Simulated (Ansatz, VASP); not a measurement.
**Two plane-wave programs on AlGa3N2**

```
CELL_PARAMETERS angstrom
2.62617 1.51622 3.86105
-2.62617 1.51622 3.86105
0.00000 -3.03244 3.86105
ATOMIC_POSITIONS crystal
Al 0.50000 0.50000 0.50000
Ga 0.50000 0.50000 0.00000
Ga 0.00000 0.50000 0.50000
Ga 0.50000 0.00000 0.50000
N 0.87205 0.87205 0.87205
N 0.12795 0.12795 0.12795
```

Change from the starting cell: species swapped into the Ca2GePd3 type (R-3m, No. 166).

Alike in both runs: task single point; functional PBE; k mesh 6 × 6 × 6; occupations gaussian, width 0.1 eV; collinear spin.

|  | VASP | Ansatz |
| --- | --- | --- |
| version | VASP 6.6.1 | Ansatz 0.2.0 |
| potentials or method | VASP PAW PBE potentials, release 64 (Al, Ga_d, N), cutoff 520 eV | scalar-relativistic, plane waves, PAW |
| valence electrons in the cell | 52 | 52 |

```csv
,VASP,Ansatz,Ansatz less VASP
gap on the k mesh at the Fermi level (eV),none,none,-
pressure (GPa),4.2,4.2,-0.06
"traceless stress, the component that is largest in VASP (GPa)",-0.37,-0.33,+0.041
rms of the force components (eV/Å),0.216,0.217,+0.0003
net moment per atom (μB),0.36,0.36,0.000
size of the moment on the site where the two differ most (μB),0.84,1.14,+0.296
```

Site moments also hang on the region over which each program counts them. Atom by atom the forces differ by 0.000 eV/Å (rms over components). A gap of «none» marks a metal or a gap that the smearing closes.
